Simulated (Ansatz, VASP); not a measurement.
Two plane-wave programs on Na

The input INCAR:

```
SYSTEM = Na
PREC = Accurate ; ENCUT = 520
EDIFF = 1E-7 ; ISMEAR = 0
SIGMA = 0.15 ; LREAL = .FALSE.
LASPH = .TRUE. ; NELM = 80
ALGO = Normal ; ISIF = 2
LWAVE = .FALSE. ; LCHARG = .TRUE.
GGA = PE ; LELF = .TRUE.
LVHAR = .TRUE. ; NBANDS = 10
```

File KPOINTS:

```
regular mesh
0
G
  16 16 16
  0 0 0
```

File POSCAR:

```
Na
1.0
   -2.1175000000      2.1280875000      2.1175000000
    2.1175000000     -2.1280875000      2.1175000000
    2.1175000000      2.1280875000     -2.1175000000
Na
1
Direct
    0.0000000000      0.0000000000      0.0000000000
```

Input for Ansatz:

```yaml
crystal:
  lattice:
    - [-2.1175, 2.1280875, 2.1175]
    - [2.1175, -2.1280875, 2.1175]
    - [2.1175, 2.1280875, -2.1175]
  atoms:
    - { symbol: Na, position: [0.0, 0.0, 0.0] }
basis:
  ecutwfc: 420
kpoints:
  mp_grid: { grid: [16, 16, 16] }
hamiltonian:
  xc: pbe
scf:
  occupations: { method: gaussian, width: 0.15 }
output:
  forces: true
  stress: true
  eigenvalues: true
  write_density: true
  write_potential: true
  elf: true
  volumetric_format: npy
```

Change from the starting cell: strain +0.0050 x Voigt [0, 1, 0, 0, 0, 0], atoms carried along.

Alike in both runs: task single point; functional PBE; k mesh 16 × 16 × 16; occupations gaussian, width 0.15 eV; no spin polarisation.

|  | VASP | Ansatz |
| --- | --- | --- |
| version | VASP 6.6.1 | Ansatz 0.2.0 |
| potentials or method | VASP PAW PBE potentials, release 64 (Na_pv), cutoff 520 eV | scalar-relativistic, plane waves, PAW |
| valence electrons in the cell | 7 | 9 |

```csv
,VASP,Ansatz,Ansatz less VASP
gap on the k mesh at the Fermi level (eV),none,none,-
pressure (GPa),-0.2,-0.2,0.00
```

A gap of «none» marks a metal or a gap that the smearing closes. VASP's potentials hold 7 valence electrons a cell and Ansatz's 9, so a difference there can come from the potentials and not from the codes.
